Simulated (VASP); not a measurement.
Wanted: the native input for a VASP 6.6.1 run.

| Item | Value |
| --- | --- |
| Task | single point |
| Functional | PBE |
| Potentials or basis | VASP PAW PBE potentials, release 64 (In_d, Se) |
| Cutoff | 520 eV |
| k mesh | 7 × 7 × 6 |
| Occupations | fermi-dirac, width 0.05 eV |
| Spin | no spin polarisation |
| Dipole correction | no |
| Further INCAR settings | ALGO = Normal; EDIFF = 1e-06; NBANDS = 27 |

The structure of InSe lies in POSCAR:

```
InSe
1.0
    5.8263928781     -2.0546489550      0.0000000000
    5.8263928781      2.0546489550      0.0000000000
   -1.7232330140      0.0000000000      4.7713478577
In Se
2 2
Direct
    0.8872450000      0.8921990000      0.0483360000
    0.1141470000      0.1169050000      0.9492620000
    0.6542730000      0.6640000000      0.6720480000
    0.3481000000      0.3374030000      0.3368180000
```

This cell differs from its parent crystal: atoms moved at random.

These files were run (other wordings do the same):

INCAR

```
ALGO = Normal
EDIFF = 1E-6
ENCUT = 520
GGA = PE
ISIF = 2
ISMEAR = -1
LASPH = T
LCHARG = T
LELF = T
LREAL = F
LVHAR = T
LWAVE = F
NBANDS = 27
NELM = 80
PREC = Accurate
SIGMA = 0.05
```

KPOINTS

```
k-points
0
Gamma
  7 7 6
```

Potentials or basis: VASP PAW PBE potentials, release 64 (In_d, Se).

Command:

```console
$ cat potpaw_PBE.64/In_d/POTCAR potpaw_PBE.64/Se/POTCAR > POTCAR
$ mpirun -np 1 vasp_std > vasp.out
```

It gave:

* Pressure: 1.8 GPa
* Largest force: 0.591 eV/Å
* Band gap on the k mesh: 1.02 eV (least direct gap 1.15 eV)

Caveat: the cell differs from its parent crystal (atoms moved at random); spin-orbit coupling is left out, which moves the levels of the heavy elements.

Run time: 10 min on 1 thread of AMD EPYC 7R43 64-Core Processor (Zen 3), with other jobs on the host, peak memory 0.52 GiB.
